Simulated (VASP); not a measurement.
# Hf2SiO4 (P-3m1) in VASP: notebook

The runs below take Hf2SiO4 through single point, with PBE.

Everything below comes from runs of VASP 6.6.1. Logs are shortened: lines on timing, memory, paths and dates and some standing lists are left out, and cuts for length are marked.

## 1. The cell of the first run

The structure is trigonal, space group P-3m1 (No. 164). Conventional cell: a = 3.205 Å, b = 3.205 Å, c = 15.468 Å, α = 90.00°, β = 90.00°, γ = 120.00°. Within 2.8 Å of Hf (site symmetry 3m) lie 6 O at 2.10 Å. Within 4.2 Å of Si (site symmetry -3m) lie 6 Si at 3.20 Å. O (site symmetry 3m) has 3 Hf at 2.10 Å and 3 O at 2.71 Å within 2.8 Å. Within 2.8 Å of O (site symmetry 3m) lie 3 Hf at 2.10 Å and 3 O at 2.71 Å.

## 2. Single point, PBE (volume scaled by 0.94, then relaxed in part)

INCAR

```
SYSTEM = Hf2SiO4
PREC = Accurate ; ENCUT = 520
EDIFF = 1E-6 ; ISMEAR = 0
SIGMA = 0.1 ; LREAL = .FALSE.
LASPH = .TRUE. ; NELM = 60
ALGO = Normal ; ISIF = 2
LWAVE = .FALSE. ; LCHARG = .FALSE.
GGA = PE ; NBANDS = 33
```

KPOINTS

```
Automatic mesh
0
G
  12 12 2
  0 0 0
```

POSCAR

```
Hf2SiO4
1.0
    3.2046295066      0.0000000000      0.0000000000
   -1.6023147533      2.7752905624      0.0000000000
    0.0000000000      0.0000000000     15.4679526896
Hf Si O
2 1 4
Direct
    0.0000000000      0.0000000000      0.6731692213
    0.0000000000      0.0000000000      0.3268307787
    0.0000000000      0.0000000000      0.0000000000
    0.3333333333      0.6666666667      0.6090783884
    0.6666666667      0.3333333333      0.3909216116
    0.6666666667      0.3333333333      0.7372584750
    0.3333333333      0.6666666667      0.2627415250
```

Potentials or basis: VASP PAW PBE potentials, release 64 (Hf_pv, Si, O).

The run is started by

```
> cat potpaw_PBE.64/Hf_pv/POTCAR potpaw_PBE.64/Si/POTCAR potpaw_PBE.64/O/POTCAR > POTCAR
> mpirun -np 1 vasp_std > vasp.out
```

OUTCAR:

```text
SYSTEM = Hf2SiO4
   PREC = Accurate
   ENCUT = 520
   EDIFF = 1E-6
   ISMEAR = 0
   LREAL = .FALSE.
   LASPH = .TRUE.
   NELM = 60
   ISIF = 2
   GGA = PE

 ion  position               nearest neighbor table
   1  0.000  0.000  0.673-   6 2.10   6 2.10   6 2.10   4 2.10   4 2.10   4 2.10
   2  0.000  0.000  0.327-   7 2.10   7 2.10   7 2.10   5 2.10   5 2.10   5 2.10
   3  0.000  0.000  0.000-
   4  0.333  0.667  0.609-   1 2.10   1 2.10   1 2.10
   5  0.667  0.333  0.391-   2 2.10   2 2.10   2 2.10
   6  0.667  0.333  0.737-   1 2.10   1 2.10   1 2.10
   7  0.333  0.667  0.263-   2 2.10   2 2.10   2 2.10

  LATTYP: Found a hexagonal cell.
 ALAT       =     3.2046295066
 C/A-ratio  =     4.8267522526

  Lattice vectors:

 A1 = (   3.2046295066,   0.0000000000,   0.0000000000)
 A2 = (  -1.6023147533,   2.7752905624,   0.0000000000)
 A3 = (   0.0000000000,   0.0000000000,  15.4679526896)

Analysis of symmetry for initial positions (statically):
=====================================================================
 Subroutine PRICEL returns:
 Original cell was already a primitive cell.

 Routine SETGRP: Setting up the symmetry group for a
 hexagonal supercell.

 Subroutine GETGRP returns: Found 12 space group operations
 (whereof 12 operations were pure point group operations)
 out of a pool of 24 trial point group operations.

The static configuration has the point symmetry D_3d.

Analysis of symmetry for dynamics (positions and initial velocities):
=====================================================================
 Subroutine PRICEL returns:
 Original cell was already a primitive cell.

 Routine SETGRP: Setting up the symmetry group for a
 hexagonal supercell.

 Subroutine GETGRP returns: Found 12 space group operations
 (whereof 12 operations were pure point group operations)
 out of a pool of 24 trial point group operations.

The dynamic configuration has the point symmetry D_3d.

 Subroutine INISYM returns: Found 12 space group operations
 (whereof 12 operations are pure point group operations),
 and found     1 'primitive' translations

----------------------------------------------------------------------------------------

                                     Primitive cell

  volume of cell :     137.5685

  direct lattice vectors                    reciprocal lattice vectors
     3.204629507  0.000000000  0.000000000     0.312048553  0.180161316  0.000000000
    -1.602314753  2.775290562  0.000000000     0.000000000  0.360322632  0.000000000
     0.000000000  0.000000000 15.467952690     0.000000000  0.000000000  0.064649797

  length of vectors
     3.204629507  3.204629507 15.467952690     0.360322632  0.360322632  0.064649797

  position of ions in fractional coordinates (direct lattice)
     0.000000000  0.000000000  0.673169221
     0.000000000  0.000000000  0.326830779
     0.000000000  0.000000000  0.000000000
     0.333333333  0.666666667  0.609078388
     0.666666667  0.333333333  0.390921612
     0.666666667  0.333333333  0.737258475
     0.333333333  0.666666667  0.262741525

  ion indices of the primitive-cell ions
   primitive index   ion index
                 1           1
                 2           2
                 3           3
                 4           4
                 5           5
                 6           6
                 7           7

----------------------------------------------------------------------------------------

 KPOINTS: Automatic mesh

Automatic generation of k-mesh.
 Grid dimensions read from file:
 generate k-points for:   12   12    2

 Generating k-lattice:

  Cartesian coordinates                     Fractional coordinates (reciprocal lattice)
     0.026004046  0.015013443  0.000000000     0.083333333 -0.000000000  0.000000000
     0.000000000  0.030026886  0.000000000     0.000000000  0.083333333  0.000000000
     0.000000000  0.000000000  0.032324898     0.000000000  0.000000000  0.500000000

  Length of vectors
     0.030026886  0.030026886  0.032324898

  Shift w.r.t. Gamma in fractional coordinates (k-lattice)
     0.000000000  0.000000000  0.000000000

 Subroutine IBZKPT returns following result:
 ===========================================

 Found     38 irreducible k-points:

 Following reciprocal coordinates:
            Coordinates               Weight
  0.000000  0.000000  0.000000      1.000000
  0.083333  0.000000  0.000000      6.000000
  0.166667  0.000000  0.000000      6.000000
  0.250000  0.000000  0.000000      6.000000
  0.333333  0.000000  0.000000      6.000000
  0.416667  0.000000  0.000000      6.000000
[... 16 lines left out ...]
  0.250000  0.000000  0.500000      6.000000
  0.333333  0.000000  0.500000      6.000000
 [... further k-points ...]
   k-points           NKPTS =     38   k-points in BZ     NKDIM =     38   number of bands    NBANDS=     33
   number of dos      NEDOS =    301   number of ions     NIONS =      7
   total plane-waves  NPLWV =  69120
   dimension x,y,z NGX =    24 NGY =   24 NGZ =  120
   dimension x,y,z NGXF=    48 NGYF=   48 NGZF=  240
   ions per type =               2   1   4
   NGX,Y,Z   is equivalent  to a cutoff of  12.45, 12.45, 12.90 a.u.
   NGXF,Y,Z  is equivalent  to a cutoff of  24.90, 24.90, 25.79 a.u.
 SYSTEM =  Hf2SiO4
   PREC   = accura    normal or accurate (medium, high low for compatibility)
   ISTART =      0    job   : 0-new  1-cont  2-samecut
   ICHARG =      2    charge: 1-file 2-atom 10-const
   ISPIN  =      1    spin polarized calculation?
   LNONCOLLINEAR =      F non collinear calculations
   LSORBIT =      F    spin-orbit coupling
   LASPH  =      T    aspherical Exc in radial PAW
   ENCUT  =  520.0 eV  38.22 Ry    6.18 a.u.   5.96  5.96 28.76*2*pi/ulx,y,z
   NELM   =     60;   NELMIN=  2; NELMDL= -5     # of ELM steps
   EDIFF  = 0.1E-05   stopping-criterion for ELM
   LREAL  =      F    real-space projection
   EDIFFG = 0.1E-04   stopping-criterion for IOM
   NSW    =      0    number of steps for IOM
   IBRION =     -1    ionic relax: 0-MD 1-quasi-New 2-CG
   NFREE  =      0    steps in history (QN), initial steepest desc. (CG)
   ISIF   =      2    stress and relaxation
   ISYM   =      2    0-nonsym 1-usesym 2-fastsym
   POTIM  = 0.5000    time-step for ionic-motion
   TEBEG  =    0.0;   TEEND  =   0.0 temperature during run
   PSTRESS=    0.0 pullay stress
   NELECT =      48.0000    total number of electrons
   NUPDOWN=      -1.0000    fix difference up-down
   EMIN   =  10.00;   EMAX   =-10.00  energy-range for DOS
   EFERMI =   0.00;   METHOD = LEGACY
   ISMEAR =     0;   SIGMA  =   0.10  broadening in eV -4-tet -1-fermi 0-gaus
   EFERMI_NEDOS =   21; number of points for ismear=-14 and -15
   IALGO  =     38    algorithm
   IMIX   =      4    mixing-type and parameters
     AMIX     =   0.40;   BMIX     =  1.00
     AMIX_MAG =   1.60;   BMIX_MAG =  1.00
  volume/ion in A,a.u.               =      19.65       132.62
  Fermi-wavevector in a.u.,A,eV,Ry     =   1.152521  2.177949 18.072684  1.328305
  Thomas-Fermi vector in A             =   2.289171
   LORBIT       =      0    0 simple, 1 ext, 2 COOP (PROOUT), +10 PAW based schemes
   GGA     = PE    functional components
   LHFCALC =     F    Hartree Fock is set to
   AEXX    =    0.0000 exact exchange contribution
   IVDW    =     0    specifies the selected vdW correction
   LEPSILON=     F    determine dielectric tensor
   LRPA    =     F    only Hartree local field effects (RPA)
 non-spin polarized calculation
 Gauss-broadening in eV      SIGMA  =   0.10
  energy-cutoff  :      520.00
  volume of cell :      137.57
 maximum number of plane-waves:      3744
 NGX is ok and might be reduce to    24
   NGX = 11   NGY = 11   NGZ = 57

 number of electron      48.0000004 magnetization

 Free energy of the ion-electron system (eV)
  ---------------------------------------------------
  ext. energy  EPLUGINS =         0.00000000
  ---------------------------------------------------
  free energy    TOTEN  =       -62.99672791 eV

  energy without entropy =      -62.98638368  energy(sigma->0) =      -62.99155579

 E-fermi :   2.2434     XC(G=0):  -8.4974

 val. band max:        2.2090500943   @ k =   0.3333   0.2500   0.5000
 cond. band min:       2.2859504510   @ k =   0.2500   0.0833   0.5000
 fundamental gap:      0.0769003567
 Fermi energy:         2.2433811982

 k-point     1 :       0.0000    0.0000    0.0000
  band No.  band energies     occupation
      1     -30.0240      2.00000
      2     -30.0236      2.00000
      3     -29.5348      2.00000
      4     -29.5348      2.00000
      5     -29.5348      2.00000
      6     -29.5348      2.00000
[... 25 lines left out ...]
     32       6.8505      0.00000
     33       7.2333      0.00000

 k-point     2 :       0.0833    0.0000    0.0000
  band No.  band energies     occupation
      1     -30.0111      2.00000
      2     -30.0107      2.00000
      3     -29.5993      2.00000
      4     -29.5993      2.00000
      5     -29.5460      2.00000
      6     -29.5460      2.00000
[... 25 lines left out ...]
     32       6.8167      0.00000
     33       7.2888      0.00000

 k-point     3 :       0.1667    0.0000    0.0000
  band No.  band energies     occupation
      1     -29.9765      2.00000
      2     -29.9761      2.00000
      3     -29.7695      2.00000
      4     -29.7695      2.00000
      5     -29.5765      2.00000
      6     -29.5765      2.00000
[... 25 lines left out ...]
     32       6.6331      0.00000
     33       6.7790      0.00000

 k-point     4 :       0.2500    0.0000    0.0000
  band No.  band energies     occupation
      1     -30.0032      2.00000
      2     -30.0031      2.00000
      3     -29.9159      2.00000
      4     -29.9156      2.00000
      5     -29.6179      2.00000
      6     -29.6179      2.00000
[... 673 lines left out ...]
     32       6.5949      0.00000
     33       6.8401      0.00000

 k-point    23 :       0.2500    0.0000    0.5000
  band No.  band energies     occupation
      1     -30.0032      2.00000
      2     -30.0031      2.00000
      3     -29.9159      2.00000
      4     -29.9156      2.00000
      5     -29.6179      2.00000
      6     -29.6179      2.00000
[... 25 lines left out ...]
     32       6.7730      0.00000
     33       6.9045      0.00000

 k-point    24 :       0.3333    0.0000    0.5000
  band No.  band energies     occupation
      1     -30.2090      2.00000
      2     -30.2090      2.00000
      3     -29.8707      2.00000
      4     -29.8705      2.00000
      5     -29.6588      2.00000
      6     -29.6588      2.00000
[... 25 lines left out ...]
     32       6.4262      0.00000
     33       7.2767      0.00000

 [... further k-points ...]

------------------------ aborting loop because EDIFF is reached ----------------------------------------

  FORCE on cell =-STRESS in cart. coord.  units (eV):
  Direction    XX          YY          ZZ          XY          YZ          ZX
  --------------------------------------------------------------------------------------
  -------------------------------------------------------------------------------------
  Total       -1.2194590     -1.2194590     -0.7109173      0.0000000     -0.0000000      0.0000000
  in kB      -14.2022990    -14.2022990     -8.2796221      0.0000000     -0.0000000      0.0000000
  external PRESSURE =     -12.2280734 kB  Pullay stress =       0.0000000 kB

 VOLUME and BASIS-vectors are now :
 -----------------------------------------------------------------------------
  energy-cutoff  :      520.00
  volume of cell :      137.57
      direct lattice vectors                 reciprocal lattice vectors
     3.204629507  0.000000000  0.000000000     0.312048553  0.180161316  0.000000000
    -1.602314753  2.775290562  0.000000000     0.000000000  0.360322632  0.000000000
     0.000000000  0.000000000 15.467952690     0.000000000  0.000000000  0.064649797

 POSITION                                       TOTAL-FORCE (eV/Angst)
 -----------------------------------------------------------------------------------
      0.00000      0.00000     10.41255        -0.000000     -0.000000      0.000730
      0.00000      0.00000      5.05540        -0.000000      0.000000     -0.000730
      0.00000      0.00000      0.00000        -0.000000      0.000000      0.000000
     -0.00000      1.85019      9.42120         0.000000      0.000000      0.200442
      1.60231      0.92510      6.04676        -0.000000      0.000000     -0.200442
      1.60231      0.92510     11.40388        -0.000000     -0.000000     -0.199180
     -0.00000      1.85019      4.06407         0.000000      0.000000      0.199180
 -----------------------------------------------------------------------------------
    total drift:                               -0.000000      0.000000      0.000000

  FREE ENERGIE OF THE ION-ELECTRON SYSTEM (eV)
  ---------------------------------------------------
  free  energy   TOTEN  =       -62.9967279078 eV

  energy  without entropy=      -62.9863836781  energy(sigma->0) =      -62.99155579
```

Wall time 85 s (1 thread of Intel Xeon 6975P-C (Granite Rapids), shared host); peak memory 0.33 GiB.

What came out:

- Free energy: -62.9967 eV
- Pressure: -1.2 GPa
- Largest force: 0.200 eV/Å
- Band gap on the k mesh: zero (band 24 reaches 2.29 eV, above the bottom of band 25 at 1.09 eV)

Forces on the atoms (eV/Å):
```
Hf   0.000  0.000  0.001
Hf   0.000  0.000 -0.001
Si   0.000  0.000  0.000
O    0.000  0.000  0.200
O    0.000  0.000 -0.200
O    0.000  0.000 -0.199
O    0.000  0.000  0.199
```

Caveat: the cell differs from its parent crystal (volume scaled by 0.94, then relaxed in part); spin-orbit coupling is left out, which moves the levels of the heavy elements.

## 3. Single point, PBE

This run uses another cell than the first one, of 20.91 Å³/atom, 1.064 times its volume.

INCAR

```
SYSTEM = Hf2SiO4
ALGO = Normal ; EDIFF = 1E-7
ENCUT = 520 ; GGA = PE
ISIF = 2 ; ISMEAR = 0
LASPH = .TRUE. ; LCHARG = .FALSE.
LREAL = .FALSE. ; LWAVE = .FALSE.
NBANDS = 33 ; NELM = 80
PREC = Accurate ; SIGMA = 0.1
```

KPOINTS

```
k-points
0
G
  12 12 2
  0 0 0
```

POSCAR

```
Hf2SiO4
1.0
    3.2072130262      0.0000000000      0.0000000000
   -1.6036065131      2.7775279560      0.0000000000
    0.0000000000      0.0000000000     16.4287689349
Hf Si O
2 1 4
Direct
    0.0000000000      0.0000000000      0.6711075651
    0.0000000000      0.0000000000      0.3288924349
    0.0000000000      0.0000000000      0.0000000000
    0.3333333333      0.6666666667      0.6107825020
    0.6666666667      0.3333333333      0.3892174980
    0.6666666667      0.3333333333      0.7314331613
    0.3333333333      0.6666666667      0.2685668387
```

Potentials or basis: VASP PAW PBE potentials, release 64 (Hf_pv, Si, O).

The run is started by

```
> cat potpaw_PBE.64/Hf_pv/POTCAR potpaw_PBE.64/Si/POTCAR potpaw_PBE.64/O/POTCAR > POTCAR
> mpirun -np 1 vasp_std > vasp.out
```

Wall time 1.9 min (1 thread of Intel Xeon 6975P-C (Granite Rapids), shared host); peak memory 0.34 GiB.

Results (log left out):

```yaml
Free_energy: -63.0009 eV
Pressure: -1.4 GPa
Largest_force: 0.212 eV/Å
Band_gap_on_the_k_mesh: zero (band 24 reaches 1.86 eV, above the bottom of band 25 at 0.67 eV)
```

Forces on the atoms (eV/Å):
```
Hf   0.000  0.000  0.000
Hf   0.000  0.000  0.000
Si   0.000  0.000  0.000
O    0.000  0.000  0.212
O    0.000  0.000 -0.212
O    0.000  0.000 -0.211
O    0.000  0.000  0.211
```

Stress tensor (GPa, compression positive):
```
-1.62  0.00  0.00
 0.00 -1.62  0.00
 0.00  0.00 -0.99
```

Levels at points of the mesh, in eV from the Fermi level:
```tsv
k point	band 21	band 22	band 23	band 24	band 25	band 26	band 27	band 28
(0.00, 0.00, 0.00)	-3.51	-3.51	-3.51	-1.36	1.96	1.96	1.96	1.96
(0.50, 0.00, 0.00)	-4.16	-3.75	-3.67	-2.59	1.44	1.53	1.59	3.05
(0.00, 0.00, 0.50)	-3.51	-3.51	-3.51	-1.36	1.96	1.96	1.96	1.96
(0.50, 0.00, 0.50)	-4.16	-3.75	-3.67	-2.59	1.44	1.56	1.57	3.05
```

Caveat: spin-orbit coupling is left out, which moves the levels of the heavy elements.
